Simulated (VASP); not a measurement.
Set up this calculation in VASP 6.6.1, as the native input.

| Item | Value |
| --- | --- |
| Task | molecular dynamics |
| Functional | PBE |
| Potentials or basis | VASP PAW PBE potentials, release 64 (Al, Y_sv) |
| Cutoff | 520 eV |
| k mesh | 1 × 1 × 1, shifted |
| Occupations | fermi-dirac, width 0.05 eV |
| Spin | no spin polarisation |
| Dipole correction | no |
| Further INCAR settings | LREAL = Auto; ALGO = Normal; EDIFF = 1e-05; NBANDS = 46; ISYM = 0; IBRION = 0; POTIM = 3.0; NSW = 40 |

The structure of YAl7 lies in POSCAR:

```
YAl7
1.0
    6.7604440000     -0.0984910000     -0.0055720000
   -0.0984910000      6.7085100000     -0.1408520000
   -0.0055720000     -0.1408520000      6.4081030000
Al Y
14 2
Direct
    0.6941537133      0.1671964928      0.7160534392
    0.9125576998      0.3392852108      0.3979135952
    0.4789092479      0.8771164961      0.4753763043
    0.6850250358      0.6260748245      0.2121355548
    0.9635812527      0.4116674133      0.9698041358
    0.8896554349      0.8377030019      0.9603064432
    0.6537960946      0.1429160787      0.1357005769
    0.4469381034      0.8645539481      0.9309162546
    0.7821717290      0.6808496050      0.6322667654
    0.8902264054      0.9701467264      0.3726333070
    0.4103522776      0.3621351350      0.9014183462
    0.1663713741      0.6197475768      0.7159510264
    0.4675305212      0.4323805925      0.5134891466
    0.2441057647      0.1726128958      0.2188998895
    0.1525538687      0.0991748313      0.6648828251
    0.1644604953      0.6833804756      0.2487677650
```

The input as run:

INCAR

```
SYSTEM = YAl7
PREC = Accurate ; ENCUT = 520
EDIFF = 1E-5 ; ISMEAR = -1
SIGMA = 0.05 ; LREAL = Auto
LASPH = .True. ; NELM = 60
ALGO = Normal ; ISIF = 2
LWAVE = .False. ; LCHARG = .False.
GGA = PE ; NBANDS = 46
ISYM = 0 ; IBRION = 0
NSW = 40 ; POTIM = 3.0
TEBEG = 300.0 ; TEEND = 300.0
NELMIN = 4 ; RANDOM_SEED = 71614 0 0
MDALGO = 3 ; LANGEVIN_GAMMA = 30 30
```

KPOINTS

```
Automatic mesh
0
Gamma
  1 1 1
  0.25 0.25 0.25
```

Potentials or basis: VASP PAW PBE potentials, release 64 (Al, Y_sv).

Launch:

```console
$ cat potpaw_PBE.64/Al/POTCAR potpaw_PBE.64/Y_sv/POTCAR > POTCAR
$ mpirun -np 1 vasp_std > vasp.out
```

It took 5.9 min on 1 thread of Intel(R) Xeon(R) 6975P-C (Granite Rapids), with other jobs on the host, peak memory 0.37 GiB.
